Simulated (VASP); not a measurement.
A run of VASP 6.6.1 is set up as follows.

INCAR

```
SYSTEM = Zn3SeS2
PREC = Accurate ; ENCUT = 520
EDIFF = 1E-6 ; ISMEAR = 0
SIGMA = 0.1 ; LREAL = .FALSE.
LASPH = .TRUE. ; NELM = 80
ALGO = Normal ; ISIF = 2
LWAVE = .FALSE. ; LCHARG = .TRUE.
GGA = PE ; LELF = .TRUE.
LVHAR = .TRUE. ; NBANDS = 36
```

File KPOINTS:

```
regular mesh
0
G
  6 6 6
  0 0 0
```

The input POSCAR:

```
Zn3SeS2
1.0
   -1.9164385600      1.9164385600      8.1307602300
    1.9164385600     -1.9164385600      8.1307602300
    1.9164385600      1.9164385600     -8.1307602300
Zn Se S
3 1 2
Direct
    0.6666666700      0.6666666700      0.0000000000
    0.0000000000      0.0000000000      0.0000000000
    0.3333333300      0.3333333300      0.0000000000
    0.7500000000      0.2500000000      0.5000000000
    0.0833333300      0.5833333300      0.5000000000
    0.4166666700      0.9166666700      0.5000000000
```

Potentials or basis: VASP PAW PBE potentials, release 64 (Zn, Se, S).

Run with:

```sh
$ cat potpaw_PBE.64/Zn/POTCAR potpaw_PBE.64/Se/POTCAR potpaw_PBE.64/S/POTCAR > POTCAR
$ mpirun -np 1 vasp_std > vasp.out
```

(1) What does it give for the largest force?

(2) Estimate the pressure.

(3) Predict the band gap on the k mesh.

Answers

(1) 0.895 eV/Å.

(2) 5.5 GPa.

(3) 1.99 eV.

Caveat: the cell stands under pressure.
